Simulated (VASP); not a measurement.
# BAs (F-43m) in VASP: notebook

The runs below take BAs through single point, with PBEsol.

All numbers are computed with VASP 6.6.1; they aren't measurements. Logs are shortened: lines on timing, memory, paths and dates and some standing lists are left out, and cuts for length are marked.

**1. The cell of the first run**

It takes space group F-43m (No. 216, cubic). The conventional cell has a = 4.407 Å, b = 4.407 Å, c = 4.407 Å, α = 90.00°, β = 90.00°, γ = 90.00°. B (site symmetry -43m) has 4 As at 1.91 Å within 2.5 Å. As (site symmetry -43m) has 4 B at 1.91 Å within 2.5 Å.

**2. Single point, PBEsol (N replaced by As, lengths x 1.186, strained)**

Contents of INCAR:

```
ALGO = Normal
EDIFF = 1E-7
ENCUT = 520
GGA = PS
ISIF = 2
ISMEAR = 0
LASPH = T
LCHARG = T
LELF = T
LREAL = F
LVHAR = T
LWAVE = F
NBANDS = 11
NELM = 60
PREC = Accurate
SIGMA = 0.1
```

Contents of KPOINTS:

```
k-points
0
Gamma
  8 8 8
```

Contents of POSCAR:

```
BAs
1.0
    0.0000000000      2.2036364883      2.2036364883
    2.2036364883      0.0000000000      2.2036364883
    2.2036364883      2.2036364883      0.0000000000
B As
1 1
Direct
    0.0000000000      0.0000000000      0.0000000000
    0.7500000000      0.7500000000      0.7500000000
```

Potentials or basis: VASP PAW PBE potentials, release 64 (B, As).

Command:

```bash
cat potpaw_PBE.64/B/POTCAR potpaw_PBE.64/As/POTCAR > POTCAR
mpirun -np 1 vasp_std > vasp.out
```

OUTCAR:

```text
EDIFF = 1E-7
   ENCUT = 520
   GGA = PS
   ISIF = 2
   ISMEAR = 0
   LASPH = T
   LREAL = F
   NELM = 60
   PREC = Accurate

 ion  position               nearest neighbor table
   1  0.000  0.000  0.000-   2 1.91   2 1.91   2 1.91   2 1.91
   2  0.750  0.750  0.750-   1 1.91   1 1.91   1 1.91   1 1.91

  LATTYP: Found a face centered cubic cell.
 ALAT       =     4.4072729766

  Lattice vectors:

 A1 = (   0.0000000000,   2.2036364883,   2.2036364883)
 A2 = (   2.2036364883,   0.0000000000,   2.2036364883)
 A3 = (   2.2036364883,   2.2036364883,   0.0000000000)

Analysis of symmetry for initial positions (statically):
=====================================================================
 Subroutine PRICEL returns:
 Original cell was already a primitive cell.

 Routine SETGRP: Setting up the symmetry group for a
 face centered cubic supercell.

 Subroutine GETGRP returns: Found 24 space group operations
 (whereof 24 operations were pure point group operations)
 out of a pool of 48 trial point group operations.

The static configuration has the point symmetry T_d .

Analysis of symmetry for dynamics (positions and initial velocities):
=====================================================================
 Subroutine PRICEL returns:
 Original cell was already a primitive cell.

 Routine SETGRP: Setting up the symmetry group for a
 face centered cubic supercell.

 Subroutine GETGRP returns: Found 24 space group operations
 (whereof 24 operations were pure point group operations)
 out of a pool of 48 trial point group operations.

The dynamic configuration has the point symmetry T_d .

 Subroutine INISYM returns: Found 24 space group operations
 (whereof 24 operations are pure point group operations),
 and found     1 'primitive' translations

----------------------------------------------------------------------------------------

                                     Primitive cell

  volume of cell :      21.4018

  direct lattice vectors                    reciprocal lattice vectors
     0.000000000  2.203636488  2.203636488    -0.226897677  0.226897677  0.226897677
     2.203636488  0.000000000  2.203636488     0.226897677 -0.226897677  0.226897677
     2.203636488  2.203636488  0.000000000     0.226897677  0.226897677 -0.226897677

  length of vectors
     3.116412608  3.116412608  3.116412608     0.392998305  0.392998305  0.392998305

  position of ions in fractional coordinates (direct lattice)
     0.000000000  0.000000000  0.000000000
     0.750000000  0.750000000  0.750000000

  ion indices of the primitive-cell ions
[... 85 lines left out ...]
   PSTRESS=    0.0 pullay stress
   NELECT =       8.0000    total number of electrons
   NUPDOWN=      -1.0000    fix difference up-down
   EMIN   =  10.00;   EMAX   =-10.00  energy-range for DOS
   EFERMI =   0.00;   METHOD = LEGACY
   ISMEAR =     0;   SIGMA  =   0.10  broadening in eV -4-tet -1-fermi 0-gaus
   EFERMI_NEDOS =   21; number of points for ismear=-14 and -15
   IALGO  =     38    algorithm
   IMIX   =      4    mixing-type and parameters
     AMIX     =   0.40;   BMIX     =  1.00
     AMIX_MAG =   1.60;   BMIX_MAG =  1.00
  volume/ion in A,a.u.               =      10.70        72.21
  Fermi-wavevector in a.u.,A,eV,Ry     =   1.179293  2.228540 18.922042  1.390731
  Thomas-Fermi vector in A             =   2.315606
   LORBIT       =      0    0 simple, 1 ext, 2 COOP (PROOUT), +10 PAW based schemes
   GGA     = PS    functional components
   LHFCALC =     F    Hartree Fock is set to
   AEXX    =    0.0000 exact exchange contribution
   IVDW    =     0    specifies the selected vdW correction
   LEPSILON=     F    determine dielectric tensor
   LRPA    =     F    only Hartree local field effects (RPA)
 non-spin polarized calculation
 Gauss-broadening in eV      SIGMA  =   0.10
  energy-cutoff  :      520.00
  volume of cell :       21.40
 maximum number of plane-waves:       588
   NGX = 11   NGY = 11   NGZ = 11

 number of electron       8.0000000 magnetization

 Free energy of the ion-electron system (eV)
  ---------------------------------------------------
  ext. energy  EPLUGINS =         0.00000000
  ---------------------------------------------------
  free energy    TOTEN  =       -11.36986594 eV

  energy without entropy =      -11.36986594  energy(sigma->0) =      -11.36986594

 E-fermi :   9.4237     XC(G=0): -11.7870

 val. band max:        8.9928728968   @ k =   0.0000   0.0000   0.0000
 cond. band min:       9.8468009262   @ k =   0.3750   0.3750   0.0000
 fundamental gap:      0.8539280295
 Fermi energy:         9.4237317637

 k-point     1 :       0.0000    0.0000    0.0000
  band No.  band energies     occupation
      1      -8.8968      2.00000
      2       8.9929      2.00000
      3       8.9929      2.00000
      4       8.9929      2.00000
      5      12.5960      0.00000
      6      12.5960      0.00000
      7      12.5960      0.00000
      8      16.8401      0.00000
      9      19.8033      0.00000
     10      23.0041      0.00000
     11      23.0041      0.00000
[... 309 lines left out ...]
 k-point    24 :      -0.3750    0.2500    0.1250
  band No.  band energies     occupation
      1      -4.2963      2.00000
      2      -1.0861      2.00000
      3       3.4731      2.00000
      4       5.0028      2.00000
      5      13.0470      0.00000
      6      14.5465      0.00000
      7      17.8917      0.00000
      8      19.3698      0.00000
      9      20.5926      0.00000
     10      24.6699      0.00000
     11      26.0450      0.00000

 [... further k-points ...]

------------------------ aborting loop because EDIFF is reached ----------------------------------------

  FORCE on cell =-STRESS in cart. coord.  units (eV):
  Direction    XX          YY          ZZ          XY          YZ          ZX
  --------------------------------------------------------------------------------------
  -------------------------------------------------------------------------------------
  Total        7.4183607      7.4183607      7.4183607     -0.0000000     -0.0000000      0.0000000
  in kB      555.3524206    555.3524206    555.3524206     -0.0000000     -0.0000000      0.0000000
  external PRESSURE =     555.3524206 kB  Pullay stress =       0.0000000 kB

 VOLUME and BASIS-vectors are now :
 -----------------------------------------------------------------------------
  energy-cutoff  :      520.00
  volume of cell :       21.40
      direct lattice vectors                 reciprocal lattice vectors
     0.000000000  2.203636488  2.203636488    -0.226897677  0.226897677  0.226897677
     2.203636488  0.000000000  2.203636488     0.226897677 -0.226897677  0.226897677
     2.203636488  2.203636488  0.000000000     0.226897677  0.226897677 -0.226897677

 POSITION                                       TOTAL-FORCE (eV/Angst)
 -----------------------------------------------------------------------------------
      0.00000      0.00000      0.00000         0.000000      0.000000      0.000000
      3.30545      3.30545      3.30545        -0.000000     -0.000000     -0.000000
 -----------------------------------------------------------------------------------
    total drift:                                0.000000      0.000000     -0.000000

  FREE ENERGIE OF THE ION-ELECTRON SYSTEM (eV)
  ---------------------------------------------------
  free  energy   TOTEN  =       -11.3698659436 eV

  energy  without entropy=      -11.3698659436  energy(sigma->0) =      -11.36986594
```

OSZICAR:

```text
N       E                     dE             d eps       ncg     rms          rms(c)
DAV:   1     0.129342895335E+02    0.12934E+02   -0.41089E+03   638   0.661E+02
DAV:   2    -0.119330187859E+02   -0.24867E+02   -0.23869E+02   868   0.116E+02
DAV:   3    -0.125543057607E+02   -0.62129E+00   -0.62023E+00   770   0.165E+01
DAV:   4    -0.125554109976E+02   -0.11052E-02   -0.11052E-02   754   0.790E-01
DAV:   5    -0.125554120414E+02   -0.10438E-05   -0.10438E-05   731   0.257E-02    0.685E+00
DAV:   6    -0.115334242756E+02    0.10220E+01   -0.21170E+00   689   0.667E+00    0.338E+00
DAV:   7    -0.113818545010E+02    0.15157E+00   -0.44430E-01   745   0.324E+00    0.115E+00
DAV:   8    -0.113697101276E+02    0.12144E-01   -0.23668E-02   706   0.935E-01    0.122E-01
DAV:   9    -0.113698274386E+02   -0.11731E-03   -0.65617E-04   761   0.169E-01    0.729E-02
DAV:  10    -0.113698641909E+02   -0.36752E-04   -0.78807E-05   697   0.515E-02    0.132E-02
DAV:  11    -0.113698664569E+02   -0.22660E-05   -0.17651E-06   752   0.969E-03    0.146E-02
DAV:  12    -0.113698659055E+02    0.55145E-06   -0.68320E-07   701   0.398E-03    0.379E-03
DAV:  13    -0.113698659436E+02   -0.38106E-07   -0.21522E-08   376   0.108E-03
   1 F= -.11369866E+02 E0= -.11369866E+02  d E =-.140070E-10
```

Wall time 10 s (1 thread of AMD EPYC 7R13, shared host); peak memory 0.11 GiB.

What came out:

```yaml
Free_energy: -11.3699 eV
Pressure: 55.5 GPa
Band_gap_on_the_k_mesh: 0.85 eV (least direct gap 3.60 eV)
```

Levels at points of the mesh, in eV from the valence-band top:
| k point | band 1 | band 2 | band 3 | band 4 | band 5 | band 6 | band 7 | band 8 |
| --- | --- | --- | --- | --- | --- | --- | --- | --- |
| (0.00, 0.00, 0.00) | -17.89 | 0.00 | 0.00 | 0.00 | 3.60 | 3.60 | 3.60 | 7.85 |
| (0.50, 0.00, 0.00) | -14.03 | -10.83 | -2.27 | -2.27 | 4.24 | 4.98 | 4.98 | 9.03 |
| (0.50, 0.50, 0.00) | -12.33 | -10.03 | -5.21 | -5.21 | 0.98 | 1.07 | 13.80 | 13.80 |

Caveat: the cell differs from its parent crystal (N replaced by As, lengths x 1.186, strained); the cell stands under pressure; the PAW data sets were made with another functional, which shifts forces and pressure a little.

**3. Single point, PBEsol (N replaced by As, lengths x 1.186, strained)**

Contents of INCAR:

```
SYSTEM = BAs
PREC = Accurate
ENCUT = 520
EDIFF = 1E-7
ISMEAR = 0
SIGMA = 0.02
LREAL = .FALSE.
LASPH = .TRUE.
NELM = 100
ALGO = Normal
ISIF = 2
LWAVE = .FALSE.
LCHARG = .FALSE.
GGA = PS
NBANDS = 11
```

Contents of KPOINTS:

```
regular mesh
0
G
  10 10 10
  0 0 0
```

POSCAR is that of step 2.

Potentials or basis: VASP PAW PBE potentials, release 64 (B, As).

Command:

```bash
cat potpaw_PBE.64/B/POTCAR potpaw_PBE.64/As/POTCAR > POTCAR
mpirun -np 1 vasp_std > vasp.out
```

OUTCAR:

```text
SYSTEM = BAs
   PREC = Accurate
   ENCUT = 520
   EDIFF = 1E-7
   ISMEAR = 0
   LREAL = .FALSE.
   LASPH = .TRUE.
   NELM = 100
   ISIF = 2
   GGA = PS

 ion  position               nearest neighbor table
   1  0.000  0.000  0.000-   2 1.91   2 1.91   2 1.91   2 1.91
   2  0.750  0.750  0.750-   1 1.91   1 1.91   1 1.91   1 1.91

  LATTYP: Found a face centered cubic cell.
 ALAT       =     4.4072729766

  Lattice vectors:

 A1 = (   0.0000000000,   2.2036364883,   2.2036364883)
[... 521 lines left out ...]

------------------------ aborting loop because EDIFF is reached ----------------------------------------

  FORCE on cell =-STRESS in cart. coord.  units (eV):
  Direction    XX          YY          ZZ          XY          YZ          ZX
  --------------------------------------------------------------------------------------
  -------------------------------------------------------------------------------------
  Total        7.4163488      7.4163488      7.4163488      0.0000000      0.0000000      0.0000000
  in kB      555.2018034    555.2018034    555.2018034      0.0000000      0.0000000      0.0000000
  external PRESSURE =     555.2018034 kB  Pullay stress =       0.0000000 kB

 VOLUME and BASIS-vectors are now :
 -----------------------------------------------------------------------------
  energy-cutoff  :      520.00
  volume of cell :       21.40
      direct lattice vectors                 reciprocal lattice vectors
     0.000000000  2.203636488  2.203636488    -0.226897677  0.226897677  0.226897677
     2.203636488  0.000000000  2.203636488     0.226897677 -0.226897677  0.226897677
     2.203636488  2.203636488  0.000000000     0.226897677  0.226897677 -0.226897677

 POSITION                                       TOTAL-FORCE (eV/Angst)
 -----------------------------------------------------------------------------------
      0.00000      0.00000      0.00000        -0.000000      0.000000      0.000000
      3.30545      3.30545      3.30545         0.000000     -0.000000     -0.000000
 -----------------------------------------------------------------------------------
    total drift:                                0.000000      0.000000     -0.000000

  FREE ENERGIE OF THE ION-ELECTRON SYSTEM (eV)
  ---------------------------------------------------
  free  energy   TOTEN  =       -11.3724621314 eV

  energy  without entropy=      -11.3724621314  energy(sigma->0) =      -11.37246213
```

stdout:

```text
POSCAR found type information on POSCAR B As
 POSCAR found :  2 types and       2 ions
 scaLAPACK will be used
 -----------------------------------------------------------------------------
|                                                                             |
|                                                                             |
|     You enforced a specific xc type in the INCAR file but a different       |
|     I HOPE YOU KNOW WHAT YOU ARE DOING!                                     |
|                                                                             |
 -----------------------------------------------------------------------------

 LDA part: xc-table for (Slater+PW92), standard interpolation
 POSCAR, INCAR and KPOINTS ok, starting setup
 FFT: planning ... GRIDC
 FFT: planning ... GRID_SOFT
 FFT: planning ... GRID
 WAVECAR not read
 entering main loop
```

Wall time 18 s (1 thread of AMD EPYC 7R13, shared host); peak memory 0.11 GiB.

What came out:

| Item | Value |
| --- | --- |
| Free energy | -11.3725 eV |
| Pressure | 55.5 GPa |
| Band gap on the k mesh | 0.82 eV (least direct gap 3.60 eV) |

Levels at points of the mesh, in eV from the valence-band top:
| k point | band 2 | band 3 | band 4 | band 5 | band 6 | band 7 |
| --- | --- | --- | --- | --- | --- | --- |
| (0.00, 0.00, 0.00) | 0.00 | 0.00 | 0.00 | 3.60 | 3.60 | 3.60 |
| (0.50, 0.00, 0.00) | -10.83 | -2.27 | -2.27 | 4.24 | 4.98 | 4.98 |
| (0.50, 0.50, 0.00) | -10.03 | -5.21 | -5.21 | 0.98 | 1.07 | 13.80 |

Caveat: the cell differs from its parent crystal (N replaced by As, lengths x 1.186, strained); the cell stands under pressure; the PAW data sets were made with another functional, which shifts forces and pressure a little. A k mesh can miss the band edges.
